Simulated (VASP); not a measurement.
A run of VASP 6.6.1 is set up as follows.

Contents of INCAR:

```
PREC = Accurate ; ENCUT = 520
EDIFF = 1E-7 ; ISMEAR = -1
SIGMA = 0.3447 ; LREAL = Auto
LASPH = T ; NELM = 100
ALGO = Normal ; ISIF = 2
LWAVE = F ; LCHARG = F
GGA = PE ; ISYM = 0
NBANDS = 78
```

The input KPOINTS:

```
Automatic mesh
0
Gamma
  1 1 1
  0.25 0.25 0.25
```

POSCAR

```
TaN
1.0
    5.9152850000      0.1408810000      0.0440940000
    0.1408810000      5.6478040000     -0.2198280000
    0.0440940000     -0.2198280000      5.5198490000
Ta N
8 8
Direct
    0.3821640528      0.2160394764      0.2196183961
    0.2189654695      0.2062567488      0.7058598786
    0.5434575271      0.8462402351      0.7843169410
    0.4005199037      0.7394042794      0.3114393599
   -0.1084429466      0.4257239487      0.1849349008
    0.9846320336      0.8995001697      0.2655558075
    0.0597296465      0.7460465462      0.7433513491
    0.7231109827      0.4199194015      0.7209549005
    0.9478744268      0.1302130260      0.5564720872
    0.6997333231      0.6898539441      1.0347134807
    0.7920914651      0.6295858522      0.4667200348
    0.3418886147      0.9078414392      1.0807773422
    0.1841320660      0.5073816051      1.0468073609
    0.6931370754      0.1650757392      1.0776209790
    0.4785830889      1.1122334550      0.5241999216
    0.3348991902      0.5602346356      0.7068405702
```

Potentials or basis: VASP PAW PBE potentials, release 64 (Ta_pv, N).

Launch:

```console
$ cat potpaw_PBE.64/Ta_pv/POTCAR potpaw_PBE.64/N/POTCAR > POTCAR
$ mpirun -np 1 vasp_std > vasp.out
```

(1) Predict the band gap on the k mesh.

(2) Estimate the largest force.

(3) Estimate the pressure.

Answers

(1) 0.25 eV.

(2) 13.729 eV/Å.

(3) 36.8 GPa.

Caveat: the k points lie up to 1.14 Å⁻¹ apart; spin-orbit coupling is left out, which moves the levels of the heavy elements.
